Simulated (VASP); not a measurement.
# Cs2AgBiBr6 (Fm-3m) in VASP: single point with r2SCAN

Aim: the single point of Cs2AgBiBr6 with r2SCAN.

Everything below comes from runs of VASP 6.6.1. Logs are shortened: lines on timing, memory, paths and dates and some standing lists are left out, and cuts for length are marked.

### 1 The cell of the first run

The structure is cubic, space group Fm-3m (No. 225). The conventional cell has a = 11.344 Å, b = 11.344 Å, c = 11.344 Å, α = 90.00°, β = 90.00°, γ = 90.00°. Bi (site symmetry m-3m) has 6 Br at 2.86 Å within 3.8 Å. Within 3.7 Å of Ag (site symmetry m-3m) lie 6 Br at 2.81 Å. Within 5.3 Å of Cs (site symmetry -43m) lie 12 Br at 4.01 Å and 4 Bi at 4.91 Å and 4 Ag at 4.91 Å. Within 3.7 Å of Br (site symmetry 4mm) lie 1 Ag at 2.81 Å and 1 Bi at 2.86 Å.

### 2 Single point, r2SCAN

POSCAR

```
Cs2AgBiBr6
1.0
    0.0000000000      5.6719058592      5.6719058592
    5.6719058592      0.0000000000      5.6719058592
    5.6719058592      5.6719058592      0.0000000000
Bi Ag Cs Br
1 1 2 6
Direct
    0.0000000000      0.0000000000      0.0000000000
    0.5000000000      0.5000000000      0.5000000000
    0.2500000000      0.2500000000      0.2500000000
    0.7500000000      0.7500000000      0.7500000000
    0.2518805631      0.7481194369      0.2518805631
    0.2518805631      0.7481194369      0.7481194369
    0.7481194369      0.2518805631      0.7481194369
    0.7481194369      0.2518805631      0.2518805631
    0.2518805631      0.2518805631      0.7481194369
    0.7481194369      0.7481194369      0.2518805631
```

INCAR.step1

```
SYSTEM = Cs2AgBiBr6
PREC = Accurate
ENCUT = 520
ISMEAR = -1
SIGMA = 0.1
LREAL = .FALSE.
LASPH = .TRUE.
NELM = 60
NBANDS = 54
GGA = PE
ALGO = Normal
EDIFF = 1E-4
LWAVE = .TRUE.
LCHARG = .FALSE.
```

INCAR.step2

```
SYSTEM = Cs2AgBiBr6
PREC = Accurate
ENCUT = 520
EDIFF = 1E-6
ISMEAR = -1
SIGMA = 0.1
LREAL = .FALSE.
LASPH = .TRUE.
NELM = 60
ALGO = Normal
ISIF = 2
LWAVE = .FALSE.
LCHARG = .FALSE.
METAGGA = R2SCAN
LMIXTAU = .TRUE.
NBANDS = 54
ISTART = 1
```

KPOINTS

```
regular mesh
0
G
  4 4 4
  0 0 0
```

Potentials or basis: VASP PAW PBE potentials, release 64 (Bi_d, Ag, Cs_sv, Br).

Command:

```console
$ cat potpaw_PBE.64/Bi_d/POTCAR potpaw_PBE.64/Ag/POTCAR potpaw_PBE.64/Cs_sv/POTCAR potpaw_PBE.64/Br/POTCAR > POTCAR
$ cp INCAR.step1 INCAR
$ mpirun -np 1 vasp_std > vasp.out
$ cp INCAR.step2 INCAR
$ mpirun -np 1 vasp_std > vasp.out
```

OUTCAR:

```text
SYSTEM = Cs2AgBiBr6
   PREC = Accurate
   ENCUT = 520
   EDIFF = 1E-6
   ISMEAR = -1
   LREAL = .FALSE.
   LASPH = .TRUE.
   NELM = 60
   ISIF = 2
   METAGGA = R2SCAN
   ISTART = 1

 ion  position               nearest neighbor table
   1  0.000  0.000  0.000-   5 2.86   6 2.86   7 2.86   8 2.86   9 2.86  10 2.86
   2  0.500  0.500  0.500-   5 2.81   6 2.81   7 2.81   8 2.81   9 2.81  10 2.81
   3  0.250  0.250  0.250-
   4  0.750  0.750  0.750-
   5  0.252  0.748  0.252-   2 2.81   1 2.86
   6  0.252  0.748  0.748-   2 2.81   1 2.86
   7  0.748  0.252  0.748-   2 2.81   1 2.86
   8  0.748  0.252  0.252-   2 2.81   1 2.86
   9  0.252  0.252  0.748-   2 2.81   1 2.86
  10  0.748  0.748  0.252-   2 2.81   1 2.86

  LATTYP: Found a face centered cubic cell.
 ALAT       =    11.3438117184

  Lattice vectors:

 A1 = (   0.0000000000,   5.6719058592,   5.6719058592)
 A2 = (   5.6719058592,   0.0000000000,   5.6719058592)
 A3 = (   5.6719058592,   5.6719058592,   0.0000000000)

Analysis of symmetry for initial positions (statically):
=====================================================================
 Subroutine PRICEL returns:
 Original cell was already a primitive cell.

 Routine SETGRP: Setting up the symmetry group for a
 face centered cubic supercell.

 Subroutine GETGRP returns: Found 48 space group operations
 (whereof 48 operations were pure point group operations)
 out of a pool of 48 trial point group operations.

The static configuration has the point symmetry O_h .

Analysis of symmetry for dynamics (positions and initial velocities):
=====================================================================
 Subroutine PRICEL returns:
 Original cell was already a primitive cell.

 Routine SETGRP: Setting up the symmetry group for a
 face centered cubic supercell.

 Subroutine GETGRP returns: Found 48 space group operations
 (whereof 48 operations were pure point group operations)
 out of a pool of 48 trial point group operations.

The dynamic configuration has the point symmetry O_h .

 Subroutine INISYM returns: Found 48 space group operations
 (whereof 48 operations are pure point group operations),
 and found     1 'primitive' translations

----------------------------------------------------------------------------------------

                                     Primitive cell

  volume of cell :     364.9363

  direct lattice vectors                    reciprocal lattice vectors
     0.000000000  5.671905859  5.671905859    -0.088153790  0.088153790  0.088153790
     5.671905859  0.000000000  5.671905859     0.088153790 -0.088153790  0.088153790
     5.671905859  5.671905859  0.000000000     0.088153790  0.088153790 -0.088153790

  length of vectors
     8.021286191  8.021286191  8.021286191     0.152686844  0.152686844  0.152686844

  position of ions in fractional coordinates (direct lattice)
     0.000000000  0.000000000  0.000000000
     0.500000000  0.500000000  0.500000000
     0.250000000  0.250000000  0.250000000
     0.750000000  0.750000000  0.750000000
     0.251880563  0.748119437  0.251880563
     0.251880563  0.748119437  0.748119437
     0.748119437  0.251880563  0.748119437
     0.748119437  0.251880563  0.251880563
     0.251880563  0.251880563  0.748119437
     0.748119437  0.748119437  0.251880563

  ion indices of the primitive-cell ions
   primitive index   ion index
                 1           1
                 2           2
                 3           3
                 4           4
                 5           5
                 6           6
                 7           7
                 8           8
                 9           9
                10          10

----------------------------------------------------------------------------------------

 KPOINTS: regular mesh

Automatic generation of k-mesh.
 Grid dimensions read from file:
 generate k-points for:    4    4    4

 Generating k-lattice:

  Cartesian coordinates                     Fractional coordinates (reciprocal lattice)
    -0.022038448  0.022038448  0.022038448     0.250000000  0.000000000  0.000000000
     0.022038448 -0.022038448  0.022038448     0.000000000  0.250000000  0.000000000
     0.022038448  0.022038448 -0.022038448     0.000000000  0.000000000  0.250000000

  Length of vectors
     0.038171711  0.038171711  0.038171711

  Shift w.r.t. Gamma in fractional coordinates (k-lattice)
     0.000000000  0.000000000  0.000000000

 Subroutine IBZKPT returns following result:
 ===========================================

 Found      8 irreducible k-points:

 Following reciprocal coordinates:
            Coordinates               Weight
  0.000000  0.000000  0.000000      1.000000
  0.250000  0.000000  0.000000      8.000000
  0.500000  0.000000  0.000000      4.000000
  0.250000  0.250000  0.000000      6.000000
  0.500000  0.250000  0.000000     24.000000
 -0.250000  0.250000  0.000000     12.000000
  0.500000  0.500000  0.000000      3.000000
 -0.250000  0.500000  0.250000      6.000000
   k-points           NKPTS =      8   k-points in BZ     NKDIM =      8   number of bands    NBANDS=     54
   number of dos      NEDOS =    301   number of ions     NIONS =     10
   total plane-waves  NPLWV = 216000
   dimension x,y,z NGX =    60 NGY =   60 NGZ =   60
   dimension x,y,z NGXF=   120 NGYF=  120 NGZF=  120
   ions per type =               1   1   2   6
   NGX,Y,Z   is equivalent  to a cutoff of  12.44, 12.44, 12.44 a.u.
   NGXF,Y,Z  is equivalent  to a cutoff of  24.87, 24.87, 24.87 a.u.
 SYSTEM =  Cs2AgBiBr6
   PREC   = accura    normal or accurate (medium, high low for compatibility)
   ISTART =      1    job   : 0-new  1-cont  2-samecut
   ICHARG =      0    charge: 1-file 2-atom 10-const
   ISPIN  =      1    spin polarized calculation?
   LNONCOLLINEAR =      F non collinear calculations
   LSORBIT =      F    spin-orbit coupling
   LASPH  =      T    aspherical Exc in radial PAW
   ENCUT  =  520.0 eV  38.22 Ry    6.18 a.u.  14.91 14.91 14.91*2*pi/ulx,y,z
   NELM   =     60;   NELMIN=  2; NELMDL=  0     # of ELM steps
   EDIFF  = 0.1E-05   stopping-criterion for ELM
   LREAL  =      F    real-space projection
   EDIFFG = 0.1E-04   stopping-criterion for IOM
   NSW    =      0    number of steps for IOM
   IBRION =     -1    ionic relax: 0-MD 1-quasi-New 2-CG
   NFREE  =      0    steps in history (QN), initial steepest desc. (CG)
   ISIF   =      2    stress and relaxation
   ISYM   =      2    0-nonsym 1-usesym 2-fastsym
   POTIM  = 0.5000    time-step for ionic-motion
   TEBEG  =    0.0;   TEEND  =   0.0 temperature during run
   PSTRESS=    0.0 pullay stress
   NELECT =      86.0000    total number of electrons
   NUPDOWN=      -1.0000    fix difference up-down
   EMIN   =  10.00;   EMAX   =-10.00  energy-range for DOS
   EFERMI =   0.00;   METHOD = LEGACY
   ISMEAR =    -1;   SIGMA  =   0.10  broadening in eV -4-tet -1-fermi 0-gaus
   EFERMI_NEDOS =   21; number of points for ismear=-14 and -15
   IALGO  =     38    algorithm
   IMIX   =      4    mixing-type and parameters
     AMIX     =   0.40;   BMIX     =  1.00
     AMIX_MAG =   1.60;   BMIX_MAG =  1.00
  volume/ion in A,a.u.               =      36.49       246.27
  Fermi-wavevector in a.u.,A,eV,Ry     =   1.011196  1.910883 13.912191  1.022517
  Thomas-Fermi vector in A             =   2.144231
   LORBIT       =      0    0 simple, 1 ext, 2 COOP (PROOUT), +10 PAW based schemes
   METAGGA = R2SCAN    functional components
   LHFCALC =     F    Hartree Fock is set to
   AEXX    =    0.0000 exact exchange contribution
   IVDW    =     0    specifies the selected vdW correction
   LEPSILON=     F    determine dielectric tensor
   LRPA    =     F    only Hartree local field effects (RPA)
 non-spin polarized calculation
  energy-cutoff  :      520.00
  volume of cell :      364.94
 maximum number of plane-waves:      9864
   NGX = 29   NGY = 29   NGZ = 29

 number of electron      85.9999998 magnetization

 Free energy of the ion-electron system (eV)
  ---------------------------------------------------
  ext. energy  EPLUGINS =         0.00000000
  ---------------------------------------------------
  free energy    TOTEN  =      -222.52621737 eV

  energy without entropy =     -222.52614443  energy(sigma->0) =     -222.52618090

 E-fermi :   1.7089     XC(G=0):  -8.4600

 val. band max:        0.8674353870   @ k =   0.5000   0.5000   0.0000
 cond. band min:       2.5221523228   @ k =   0.5000   0.0000   0.0000
 fundamental gap:      1.6547169358
 Fermi energy:         1.7088531599

 k-point     1 :       0.0000    0.0000    0.0000
  band No.  band energies     occupation
      1     -22.9654      2.00000
      2     -22.9654      2.00000
      3     -22.9271      2.00000
      4     -22.9271      2.00000
      5     -22.9271      2.00000
      6     -20.4681      2.00000
[... 46 lines left out ...]
     53       6.8426      0.00000
     54       6.8426      0.00000

 k-point     2 :       0.2500    0.0000    0.0000
  band No.  band energies     occupation
      1     -22.9654      2.00000
      2     -22.9654      2.00000
      3     -22.9271      2.00000
      4     -22.9271      2.00000
      5     -22.9271      2.00000
      6     -20.4671      2.00000
[... 46 lines left out ...]
     53       7.1237      0.00000
     54       7.1770      0.00000
[... 283 lines left out ...]
     53       7.7150      0.00000
     54       8.1443      0.00000

 k-point     8 :      -0.2500    0.5000    0.2500
  band No.  band energies     occupation
      1     -22.9654      2.00000
      2     -22.9654      2.00000
      3     -22.9271      2.00000
      4     -22.9271      2.00000
      5     -22.9271      2.00000
      6     -20.4648      2.00000
[... 46 lines left out ...]
     53       7.4726      0.00000
     54       7.8056      0.00000

------------------------ aborting loop because EDIFF is reached ----------------------------------------

  FORCE on cell =-STRESS in cart. coord.  units (eV):
  Direction    XX          YY          ZZ          XY          YZ          ZX
  --------------------------------------------------------------------------------------
  -------------------------------------------------------------------------------------
  Total       -0.0002919     -0.0002919     -0.0002919     -0.0000000     -0.0000000     -0.0000000
  in kB       -0.0012816     -0.0012816     -0.0012816     -0.0000000     -0.0000000     -0.0000000
  external PRESSURE =      -0.0012816 kB  Pullay stress =       0.0000000 kB

 VOLUME and BASIS-vectors are now :
 -----------------------------------------------------------------------------
  energy-cutoff  :      520.00
  volume of cell :      364.94
      direct lattice vectors                 reciprocal lattice vectors
     0.000000000  5.671905859  5.671905859    -0.088153790  0.088153790  0.088153790
     5.671905859  0.000000000  5.671905859     0.088153790 -0.088153790  0.088153790
     5.671905859  5.671905859  0.000000000     0.088153790  0.088153790 -0.088153790

 POSITION                                       TOTAL-FORCE (eV/Angst)
 -----------------------------------------------------------------------------------
      0.00000      0.00000      0.00000        -0.000000      0.000000      0.000000
      5.67191      5.67191      5.67191        -0.000000      0.000000      0.000000
      2.83595      2.83595      2.83595         0.000000      0.000000      0.000000
      8.50786      8.50786      8.50786        -0.000000     -0.000000      0.000000
      5.67191      2.85729      5.67191        -0.000000      0.003938      0.000000
      8.48653      5.67191      5.67191        -0.003938      0.000000      0.000000
      5.67191      8.48653      5.67191        -0.000000     -0.003938      0.000000
      2.85729      5.67191      5.67191         0.003938      0.000000      0.000000
      5.67191      5.67191      2.85729        -0.000000      0.000000      0.003938
      5.67191      5.67191      8.48653        -0.000000      0.000000     -0.003938
 -----------------------------------------------------------------------------------
    total drift:                                0.000000     -0.000000      0.000000

  FREE ENERGIE OF THE ION-ELECTRON SYSTEM (eV)
  ---------------------------------------------------
  free  energy   TOTEN  =      -222.5262173749 eV

  energy  without entropy=     -222.5261444280  energy(sigma->0) =     -222.52618090
```

Run time: 9.6 min. Hardware: 1 thread of AMD EPYC 9R45 (Zen 5), shared host; peak memory 0.63 GiB.

What came out:

```
Free energy            : -222.5262 eV
Pressure               : 0.0 GPa
Largest force          : 0.004 eV/Å
Band gap on the k mesh : 1.65 eV (least direct gap 2.79 eV)
```

Forces in eV/Å, atoms in the order of the input:
```
Bi   0.000  0.000  0.000
Ag   0.000  0.000  0.000
Cs   0.000  0.000  0.000
Cs   0.000  0.000  0.000
Br   0.000  0.004  0.000
Br  -0.004  0.000  0.000
Br   0.000 -0.004  0.000
Br   0.004  0.000  0.000
Br   0.000  0.000  0.004
Br   0.000  0.000 -0.004
```

Levels at points of the mesh, in eV from the valence-band top:
```csv
k point,band 39,band 40,band 41,band 42,band 43,band 44,band 45,band 46,band 47,band 48
"(0.00, 0.00, 0.00)",-1.25,-1.25,-1.25,-0.65,-0.65,2.63,2.63,2.63,4.21,5.03
"(0.50, 0.00, 0.00)",-1.54,-1.54,-1.40,-1.24,-1.24,1.65,3.89,3.89,5.54,5.68
"(0.50, 0.50, 0.00)",-1.55,-1.55,-1.26,-0.65,0.00,3.08,3.08,3.41,4.92,5.80
```

Caveat: the PAW data sets were made with another functional, which shifts forces and pressure a little; spin-orbit coupling is left out, which moves the levels of the heavy elements.
